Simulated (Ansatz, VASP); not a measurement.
## One calculation of B, two programs

```
B
1.0
     4.16600    0.00000    0.00000
    -2.08300    3.60786    0.00000
     0.00000    0.00000    3.15388
B
6
Direct
  0.99782 0.41989 0.74997
  0.99782 0.57793 0.25003
  0.42207 0.00218 0.41664
  0.42207 0.41989 0.58336
  0.58011 0.00218 0.91669
  0.58011 0.57793 0.08331
```

Alike in both runs: functional PBE; k mesh 6 × 6 × 4; occupations gaussian, width 0.1 eV; no spin polarisation.

Ansatz relaxed the structure, and its values are those at the end. VASP's run is a single point on that final structure, the one shown.

|  | VASP | Ansatz |
| --- | --- | --- |
| version | VASP 6.6.1 | Ansatz 0.2.0 |
| potentials or method | VASP PAW PBE potentials, release 64 (B), cutoff 520 eV | scalar-relativistic, plane waves, PAW |
| valence electrons in the cell | 18 | 18 |

|  | VASP | Ansatz | Ansatz less VASP |
| --- | --- | --- | --- |
| gap on the k mesh at the Fermi level (eV) | none | none | - |
| pressure (GPa) | 0.1 | 0.1 | +0.02 |
| rms of the force components (eV/Å) | 0.023 | 0.023 | -0.0004 |

A gap of «none» marks a metal or a gap that the smearing closes.

The k mesh is coarse, so the values compare programs but aren't converged.
